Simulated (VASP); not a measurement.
Set up this calculation in VASP 6.6.1, as the native input.

```
Task                   : relaxation of cell and atoms
Functional             : LDA
Potentials or basis    : VASP PAW LDA potentials, release 64 (Na_pv, H, F)
Cutoff                 : 600 eV
k mesh                 : 9 × 9 × 9
Occupations            : gaussian, width 0.02 eV
Spin                   : no spin polarisation
Dipole correction      : no
Further INCAR settings : ALGO = Normal; EDIFF = 1e-06; IBRION = 2; EDIFFG = -0.005; NSW = 100; ISIF = 3
```

The structure of NaHF2 lies in POSCAR:

```
NaHF2
1.0
    1.6762082645      0.9677592927      4.5157473954
   -1.6762082645      0.9677592927      4.5157473954
    0.0000000000     -1.9355185854      4.5157473954
Na H F
1 1 2
Direct
    0.0000000000      0.0000000000      0.0000000000
    0.5000000000      0.5000000000      0.5000000000
    0.4161145972      0.4161145972      0.4161145972
    0.5838854028      0.5838854028      0.5838854028
```

The input as run:

INCAR

```
SYSTEM = NaHF2
PREC     = Accurate       ! precision mode
ENCUT    = 600            ! plane-wave cutoff, eV
EDIFF    = 1E-6           ! SCF threshold, eV
ISMEAR   = 0              ! smearing method
SIGMA    = 0.02           ! smearing width, eV
LREAL    = .False.        ! projectors in reciprocal space
LASPH    = .True.         ! aspherical terms in the spheres
NELM     = 100            ! most SCF steps
ALGO     = Normal         ! electronic algorithm
ISIF     = 3              ! what is computed and relaxed
LWAVE    = .False.        ! write WAVECAR
LCHARG   = .False.        ! write CHGCAR
GGA      = CA             ! functional
IBRION   = 2              ! ionic algorithm
NSW      = 100            ! ionic steps
EDIFFG   = -0.005         ! ionic threshold
```

KPOINTS

```
regular mesh
0
Gamma
  9 9 9
  0 0 0
```

Potentials or basis: VASP PAW LDA potentials, release 64 (Na_pv, H, F).

Run with:

```console
$ cat potpaw_LDA.64/Na_pv/POTCAR potpaw_LDA.64/H/POTCAR potpaw_LDA.64/F/POTCAR > POTCAR
$ mpirun -np 1 vasp_std > vasp.out
```

It gave:

* Relaxed volume: 10.89 Å³/atom
* Relaxed cell: a = 4.926 Å, b = 4.926 Å, c = 4.926 Å, α = 39.51°, β = 39.51°, γ = 39.51°
* Space group after relaxing (to 0.05 Å): R-3m (No. 166)
* Energy gained by relaxing: 0.2 meV/atom
* Ionic steps: 15
* Pressure after relaxing: 0.0 GPa
* Largest force after relaxing: 0.003 eV/Å
* Band gap on the k mesh: 6.89 eV, indirect (least direct gap 7.11 eV)

Wall time 12 min on 1 thread of Intel(R) Xeon(R) Platinum 8259CL CPU @ 2.50GHz (Skylake/Cascade Lake) (shared host), peak memory 0.24 GiB.
